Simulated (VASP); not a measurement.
**Yb: single point with PBEsol**

Crystal: Yb.

```
Yb
1.0
    -2.10970    2.10970    2.23754
     2.10970   -2.10970    2.23754
     2.10970    2.10970   -2.23754
Yb
1
Direct
  0.00000 0.00000 0.00000
```

This cell differs from its parent crystal: z stretched by +4 % at fixed volume.

```json
{
  "Program": "VASP 6.6.1",
  "Task": "single point",
  "Functional": "PBEsol",
  "Potentials or basis": "VASP PAW PBE potentials, release 64 (Yb)",
  "Cutoff": "520 eV",
  "k mesh": "12 × 12 × 12",
  "Occupations": "fermi-dirac, width 0.05 eV",
  "Spin": "no spin polarisation"
}
```

```
Pressure               : -4.0 GPa
Band gap on the k mesh : zero (bands 12 and 13 overlap by 0.53 eV)
```

Stress tensor (GPa, compression positive):
```
-3.96  0.00  0.00
 0.00 -3.96  0.00
 0.00  0.00 -4.14
```

Levels at points of the mesh, in eV from the Fermi level:
| k point | band 9 | band 10 | band 11 | band 12 | band 13 | band 14 | band 15 | band 16 |
| --- | --- | --- | --- | --- | --- | --- | --- | --- |
| (0.00, 0.00, 0.00) | -0.31 | -0.29 | -0.29 | -0.28 | 2.64 | 2.64 | 3.07 | 4.20 |
| (0.50, 0.00, 0.00) | -0.33 | -0.32 | -0.30 | -0.29 | 0.33 | 1.48 | 3.94 | 5.14 |
| (0.50, 0.50, 0.00) | -0.33 | -0.33 | -0.31 | -0.29 | 0.53 | 1.02 | 4.50 | 5.35 |
| (0.50, 0.50, 0.50) | -0.37 | -0.30 | -0.29 | -0.29 | -0.25 | 3.95 | 4.93 | 4.93 |

Wall time 6.4 min on 1 thread of Oxide Virtual Turin-like Processor (shared host), peak memory 0.23 GiB.

Caveat: the cell stands under tension; the PAW data sets were made with another functional, which shifts forces and pressure a little; spin-orbit coupling is left out, which moves the levels of the heavy elements. Spin polarisation is off, so any magnetic state and its effect on volume and gap are missing.
